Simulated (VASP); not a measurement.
# Te2Mo in VASP: single point with PBE+D3(BJ)

Aim: the single point of Te2Mo with PBE+D3(BJ).

Everything below comes from runs of VASP 6.6.1. Logs are shortened: lines on timing, memory, paths and dates and some standing lists are left out, and cuts for length are marked.

### Step 1. The cell of the first run

The cell holds a slab with vacuum, 6 atoms: a = 3.504 Å, b = 3.504 Å, c = 24.768 Å, α = 90.00°, β = 90.00°, γ = 120.00°.

### Step 2. Single point, PBE+D3(BJ)

File INCAR:

```
PREC = Accurate ; ENCUT = 520
EDIFF = 1E-6 ; ISMEAR = 0
SIGMA = 0.05 ; LREAL = False
LASPH = True ; NELM = 100
ALGO = Normal ; ISIF = 2
LWAVE = False ; LCHARG = False
LDIPOL = True ; IDIPOL = 3
DIPOL = 0.5 0.5 0.402 ; GGA = PE
IVDW = 12 ; NBANDS = 35
```

File KPOINTS:

```
regular mesh
0
Gamma
  9 9 1
```

File POSCAR:

```
Te2Mo
1.0
    3.5038816881      0.0000000000      0.0000000000
   -1.7519408440      3.0344505538      0.0000000000
    0.0000000000      0.0000000000     24.7677198395
Te Mo
4 2
Direct
    0.3333333333      0.6666666667      0.1816881017
    0.3333333333      0.6666666667      0.3284056818
    0.3333333333      0.6666666667      0.4749674171
    0.3333333333      0.6666666667      0.6216849972
    0.6666666667      0.3333333333      0.2550468917
    0.6666666667      0.3333333333      0.5483262072
```

Potentials or basis: VASP PAW PBE potentials, release 64 (Te, Mo_sv).

The run is started by

```
$ cat potpaw_PBE.64/Te/POTCAR potpaw_PBE.64/Mo_sv/POTCAR > POTCAR
$ mpirun -np 1 vasp_std > vasp.out
```

OUTCAR:

```text
PREC = Accurate
   ENCUT = 520
   EDIFF = 1E-6
   ISMEAR = 0
   LREAL = False
   LASPH = True
   NELM = 100
   ISIF = 2
   GGA = PE
   IVDW = 12
 IVDW          = 12

 ion  position               nearest neighbor table
   1  0.333  0.667  0.182-   5 2.72   5 2.72   5 2.72   2 3.63
   2  0.333  0.667  0.328-   5 2.72   5 2.72   5 2.72   3 3.63   1 3.63
   3  0.333  0.667  0.475-   6 2.72   6 2.72   6 2.72   2 3.63   4 3.63
   4  0.333  0.667  0.622-   6 2.72   6 2.72   6 2.72   3 3.63
   5  0.667  0.333  0.255-   1 2.72   1 2.72   1 2.72   2 2.72   2 2.72   2 2.72
   6  0.667  0.333  0.548-   4 2.72   4 2.72   4 2.72   3 2.72   3 2.72   3 2.72

  LATTYP: Found a hexagonal cell.
 ALAT       =     3.5038816881
 C/A-ratio  =     7.0686518679

  Lattice vectors:

 A1 = (   3.5038816881,   0.0000000000,   0.0000000000)
 A2 = (  -1.7519408440,   3.0344505538,   0.0000000000)
 A3 = (   0.0000000000,   0.0000000000,  24.7677198395)

Analysis of symmetry for initial positions (statically):
=====================================================================
 Subroutine PRICEL returns:
 Original cell was already a primitive cell.

 Routine SETGRP: Setting up the symmetry group for a
 hexagonal supercell.

 Subroutine GETGRP returns: Found 12 space group operations
 (whereof  6 operations were pure point group operations)
 out of a pool of 24 trial point group operations.

The static configuration has the point symmetry C_3v.
 The point group associated with its full space group is D_3h.

Analysis of symmetry for dynamics (positions and initial velocities):
=====================================================================
 Subroutine PRICEL returns:
 Original cell was already a primitive cell.

 Routine SETGRP: Setting up the symmetry group for a
 hexagonal supercell.

 Subroutine GETGRP returns: Found 12 space group operations
 (whereof  6 operations were pure point group operations)
 out of a pool of 24 trial point group operations.

The dynamic configuration has the point symmetry C_3v.
 The point group associated with its full space group is D_3h.

 Subroutine INISYM returns: Found 12 space group operations
 (whereof  6 operations are pure point group operations),
 and found     1 'primitive' translations

----------------------------------------------------------------------------------------

                                     Primitive cell

  volume of cell :     263.3392

  direct lattice vectors                    reciprocal lattice vectors
     3.503881688  0.000000000  0.000000000     0.285397764  0.164774476  0.000000000
    -1.751940844  3.034450554  0.000000000     0.000000000  0.329548952  0.000000000
     0.000000000  0.000000000 24.767719839     0.000000000  0.000000000  0.040375134

  length of vectors
     3.503881688  3.503881688 24.767719839     0.329548952  0.329548952  0.040375134

  position of ions in fractional coordinates (direct lattice)
     0.333333333  0.666666667  0.181688102
     0.333333333  0.666666667  0.328405682
     0.333333333  0.666666667  0.474967417
     0.333333333  0.666666667  0.621684997
     0.666666667  0.333333333  0.255046892
     0.666666667  0.333333333  0.548326207

  ion indices of the primitive-cell ions
   primitive index   ion index
                 1           1
                 2           2
                 3           3
                 4           4
                 5           5
                 6           6

----------------------------------------------------------------------------------------

 KPOINTS: regular mesh

Automatic generation of k-mesh.
 Grid dimensions read from file:
 generate k-points for:    9    9    1

 Generating k-lattice:

  Cartesian coordinates                     Fractional coordinates (reciprocal lattice)
     0.031710863  0.018308275  0.000000000     0.111111111  0.000000000  0.000000000
     0.000000000  0.036616550  0.000000000     0.000000000  0.111111111  0.000000000
     0.000000000  0.000000000  0.040375134     0.000000000  0.000000000  1.000000000

  Length of vectors
     0.036616550  0.036616550  0.040375134

  Shift w.r.t. Gamma in fractional coordinates (k-lattice)
     0.000000000  0.000000000  0.000000000

 Subroutine IBZKPT returns following result:
 ===========================================

 Found     12 irreducible k-points:

 Following reciprocal coordinates:
            Coordinates               Weight
  0.000000  0.000000  0.000000      1.000000
  0.111111  0.000000  0.000000      6.000000
  0.222222 -0.000000  0.000000      6.000000
  0.333333  0.000000  0.000000      6.000000
  0.444444 -0.000000  0.000000      6.000000
  0.111111  0.111111  0.000000      6.000000
  0.222222  0.111111  0.000000     12.000000
  0.333333  0.111111  0.000000     12.000000
  0.444444  0.111111  0.000000      6.000000
  0.222222  0.222222  0.000000      6.000000
  0.333333  0.222222  0.000000     12.000000
  0.333333  0.333333  0.000000      2.000000
   k-points           NKPTS =     12   k-points in BZ     NKDIM =     12   number of bands    NBANDS=     35
   number of dos      NEDOS =    301   number of ions     NIONS =      6
   total plane-waves  NPLWV = 150528
   dimension x,y,z NGX =    28 NGY =   28 NGZ =  192
   dimension x,y,z NGXF=    56 NGYF=   56 NGZF=  384
   ions per type =               4   2
   NGX,Y,Z   is equivalent  to a cutoff of  13.28, 13.28, 12.89 a.u.
   NGXF,Y,Z  is equivalent  to a cutoff of  26.57, 26.57, 25.77 a.u.
 SYSTEM =  unknown system
   PREC   = accura    normal or accurate (medium, high low for compatibility)
   ISTART =      0    job   : 0-new  1-cont  2-samecut
   ICHARG =      2    charge: 1-file 2-atom 10-const
   ISPIN  =      1    spin polarized calculation?
   LNONCOLLINEAR =      F non collinear calculations
   LSORBIT =      F    spin-orbit coupling
   LASPH  =      T    aspherical Exc in radial PAW
   ENCUT  =  520.0 eV  38.22 Ry    6.18 a.u.   6.51  6.51 46.05*2*pi/ulx,y,z
   NELM   =    100;   NELMIN=  2; NELMDL= -5     # of ELM steps
   EDIFF  = 0.1E-05   stopping-criterion for ELM
   LREAL  =      F    real-space projection
   EDIFFG = 0.1E-04   stopping-criterion for IOM
   NSW    =      0    number of steps for IOM
   IBRION =     -1    ionic relax: 0-MD 1-quasi-New 2-CG
   NFREE  =      0    steps in history (QN), initial steepest desc. (CG)
   ISIF   =      2    stress and relaxation
   ISYM   =      2    0-nonsym 1-usesym 2-fastsym
   POTIM  = 0.5000    time-step for ionic-motion
   TEBEG  =    0.0;   TEEND  =   0.0 temperature during run
   PSTRESS=    0.0 pullay stress
   NELECT =      52.0000    total number of electrons
   NUPDOWN=      -1.0000    fix difference up-down
   EMIN   =  10.00;   EMAX   =-10.00  energy-range for DOS
   EFERMI =   0.00;   METHOD = LEGACY
   ISMEAR =     0;   SIGMA  =   0.05  broadening in eV -4-tet -1-fermi 0-gaus
   EFERMI_NEDOS =   21; number of points for ismear=-14 and -15
   IALGO  =     38    algorithm
   IMIX   =      4    mixing-type and parameters
     AMIX     =   0.40;   BMIX     =  1.00
     AMIX_MAG =   1.60;   BMIX_MAG =  1.00
  volume/ion in A,a.u.               =      43.89       296.18
  Fermi-wavevector in a.u.,A,eV,Ry     =   0.953317  1.801508 12.365161  0.908814
  Thomas-Fermi vector in A             =   2.081961
   LORBIT       =      0    0 simple, 1 ext, 2 COOP (PROOUT), +10 PAW based schemes
   GGA     = PE    functional components
   LHFCALC =     F    Hartree Fock is set to
   AEXX    =    0.0000 exact exchange contribution
   IVDW    =    12    specifies the selected vdW correction
   LEPSILON=     F    determine dielectric tensor
   LRPA    =     F    only Hartree local field effects (RPA)
 non-spin polarized calculation
 Gauss-broadening in eV      SIGMA  =   0.05
  energy-cutoff  :      520.00
  volume of cell :      263.34
 maximum number of plane-waves:      7173
 NGX is ok and might be reduce to    28
   NGX = 13   NGY = 13   NGZ = 93

 dipolmoment           0.000000      0.000000     -0.000001 electrons x Angstroem

 number of electron      52.0000000 magnetization

 dipolmoment           0.000000      0.000000      0.000000 electrons x Angstroem

 Free energy of the ion-electron system (eV)
  ---------------------------------------------------
  ext. energy  EPLUGINS =         0.00000000
  ---------------------------------------------------
  free energy    TOTEN  =       -35.85938318 eV

  energy without entropy =      -35.85938318  energy(sigma->0) =      -35.85938318

 E-fermi :   2.8437     XC(G=0):  -6.4051

 val. band max:        2.5136638692   @ k =   0.3333   0.3333   0.0000
 cond. band min:       3.5820497037   @ k =   0.2222   0.2222   0.0000
 fundamental gap:      1.0683858344
 Fermi energy:         2.8437133580

 k-point     1 :       0.0000    0.0000    0.0000
  band No.  band energies     occupation
      1     -58.1725      2.00000
      2     -58.1725      2.00000
      3     -32.3518      2.00000
      4     -32.3518      2.00000
      5     -32.2047      2.00000
      6     -32.2047      2.00000
[... 27 lines left out ...]
     34       6.0237      0.00000
     35       6.6704      0.00000

 k-point     2 :       0.1111    0.0000    0.0000
  band No.  band energies     occupation
      1     -58.1713      2.00000
      2     -58.1713      2.00000
      3     -32.3483      2.00000
      4     -32.3483      2.00000
      5     -32.2206      2.00000
      6     -32.2206      2.00000
[... 27 lines left out ...]
     34       5.8768      0.00000
     35       6.9080      0.00000

 k-point     3 :       0.2222   -0.0000    0.0000
  band No.  band energies     occupation
      1     -58.1682      2.00000
      2     -58.1682      2.00000
      3     -32.3395      2.00000
      4     -32.3395      2.00000
      5     -32.2607      2.00000
      6     -32.2607      2.00000
[... 27 lines left out ...]
     34       6.1022      0.00000
     35       7.4523      0.00000

 k-point     4 :       0.3333    0.0000    0.0000
  band No.  band energies     occupation
      1     -58.1648      2.00000
      2     -58.1647      2.00000
      3     -32.3294      2.00000
      4     -32.3294      2.00000
      5     -32.3060      2.00000
      6     -32.3060      2.00000
[... 27 lines left out ...]
     34       6.2447      0.00000
     35       7.8125      0.00000

 k-point     5 :       0.4444   -0.0000    0.0000
  band No.  band energies     occupation
      1     -58.1625      2.00000
      2     -58.1625      2.00000
      3     -32.3353      2.00000
      4     -32.3353      2.00000
      5     -32.3229      2.00000
      6     -32.3228      2.00000
[... 27 lines left out ...]
     34       6.2918      0.00000
     35       6.4056      0.00000

 k-point     6 :       0.1111    0.1111    0.0000
  band No.  band energies     occupation
      1     -58.1691      2.00000
      2     -58.1691      2.00000
      3     -32.3422      2.00000
      4     -32.3421      2.00000
      5     -32.2473      2.00000
      6     -32.2472      2.00000
[... 27 lines left out ...]
     34       6.0440      0.00000
     35       7.3000      0.00000

 k-point     7 :       0.2222    0.1111    0.0000
  band No.  band energies     occupation
      1     -58.1659      2.00000
      2     -58.1659      2.00000
      3     -32.3327      2.00000
      4     -32.3327      2.00000
      5     -32.2867      2.00000
      6     -32.2866      2.00000
[... 27 lines left out ...]
     34       6.1747      0.00000
     35       7.9966      0.00000

 k-point     8 :       0.3333    0.1111    0.0000
  band No.  band energies     occupation
      1     -58.1630      2.00000
      2     -58.1630      2.00000
      3     -32.3244      2.00000
      4     -32.3244      2.00000
      5     -32.3209      2.00000
      6     -32.3209      2.00000
[... 27 lines left out ...]
     34       6.2660      0.00000
     35       7.1912      0.00000

 k-point     9 :       0.4444    0.1111    0.0000
  band No.  band energies     occupation
      1     -58.1619      2.00000
      2     -58.1619      2.00000
      3     -32.3343      2.00000
      4     -32.3343      2.00000
      5     -32.3211      2.00000
      6     -32.3211      2.00000
[... 27 lines left out ...]
     34       6.2678      0.00000
     35       6.3627      0.00000

 k-point    10 :       0.2222    0.2222    0.0000
  band No.  band energies     occupation
      1     -58.1632      2.00000
      2     -58.1632      2.00000
      3     -32.3250      2.00000
      4     -32.3250      2.00000
      5     -32.3087      2.00000
      6     -32.3087      2.00000
[... 27 lines left out ...]
     34       6.3694      0.00000
     35       7.9617      0.00000

 k-point    11 :       0.3333    0.2222    0.0000
  band No.  band energies     occupation
      1     -58.1615      2.00000
      2     -58.1615      2.00000
      3     -32.3200      2.00000
      4     -32.3200      2.00000
      5     -32.3194      2.00000
      6     -32.3194      2.00000
[... 27 lines left out ...]
     34       6.6804      0.00000
     35       6.8612      0.00000

 k-point    12 :       0.3333    0.3333    0.0000
  band No.  band energies     occupation
      1     -58.1609      2.00000
      2     -58.1609      2.00000
      3     -32.3182      2.00000
      4     -32.3182      2.00000
      5     -32.3067      2.00000
      6     -32.3067      2.00000
[... 27 lines left out ...]
     34       6.9852      0.00000
     35       6.9992      0.00000

------------------------ aborting loop because EDIFF is reached ----------------------------------------

 vacuum level on the upper side and lower side of the slab       (xc-potential included)        -0.129        -0.130

 Edisp (eV)   -2.75641

 E8    (eV) :    -1.3037

  FORCE on cell =-STRESS in cart. coord.  units (eV):
  Direction    XX          YY          ZZ          XY          YZ          ZX
  --------------------------------------------------------------------------------------
  -------------------------------------------------------------------------------------
  Total      -0.15993    -0.15993     1.19112    -0.00000     0.00000     0.00000
  in kB      -0.97301    -0.97301     7.24687    -0.00000     0.00000     0.00000
  external pressure =        1.77 kB  Pullay stress =        0.00 kB

 VOLUME and BASIS-vectors are now :
 -----------------------------------------------------------------------------
  energy-cutoff  :      520.00
  volume of cell :      263.34
      direct lattice vectors                 reciprocal lattice vectors
     3.503881688  0.000000000  0.000000000     0.285397764  0.164774476  0.000000000
    -1.751940844  3.034450554  0.000000000     0.000000000  0.329548952  0.000000000
     0.000000000  0.000000000 24.767719839     0.000000000  0.000000000  0.040375134

 POSITION                                       TOTAL-FORCE (eV/Angst)
 -----------------------------------------------------------------------------------
     -0.00000      2.02297      4.50000         0.000000      0.000000     -0.002257
     -0.00000      2.02297      8.13386         0.000000      0.000000     -0.233036
     -0.00000      2.02297     11.76386         0.000000      0.000000      0.233036
     -0.00000      2.02297     15.39772         0.000000      0.000000      0.002257
      1.75194      1.01148      6.31693        -0.000000     -0.000000     -0.051762
      1.75194      1.01148     13.58079        -0.000000     -0.000000      0.051762
 -----------------------------------------------------------------------------------
    total drift:                               -0.000001      0.000001      0.000041

  FREE ENERGIE OF THE ION-ELECTRON SYSTEM (eV)
  ---------------------------------------------------
  free  energy   TOTEN  =       -38.6157909920 eV

  energy  without entropy=      -38.6157909920  energy(sigma->0) =      -38.61579099

 vacuum level on the upper side and lower side of the slab         7.224         7.224
```

Run time: 2.8 min. Hardware: 1 thread of Intel Xeon Platinum 8488C (Sapphire Rapids), shared host; peak memory 0.42 GiB.

What came out:

```
Free energy                : -38.6158 eV
Largest force              : 0.233 eV/Å
Band gap on the k mesh     : 1.07 eV (least direct gap 1.14 eV)
Dispersion energy per atom : -0.459 eV
```

Forces in eV/Å, atoms in the order of the input:
```
Te   0.000  0.000 -0.002
Te   0.000  0.000 -0.233
Te   0.000  0.000  0.233
Te   0.000  0.000  0.002
Mo   0.000  0.000 -0.052
Mo   0.000  0.000  0.052
```

Levels at points of the mesh, in eV from the valence-band top:
| k point | band 23 | band 24 | band 25 | band 26 | band 27 | band 28 | band 29 | band 30 |
| --- | --- | --- | --- | --- | --- | --- | --- | --- |
| (0.00, 0.00, 0.00) | -0.85 | -0.85 | -0.76 | -0.13 | 3.07 | 3.07 | 3.21 | 3.21 |

Caveat: spin-orbit coupling is left out, which moves the levels of the heavy elements.
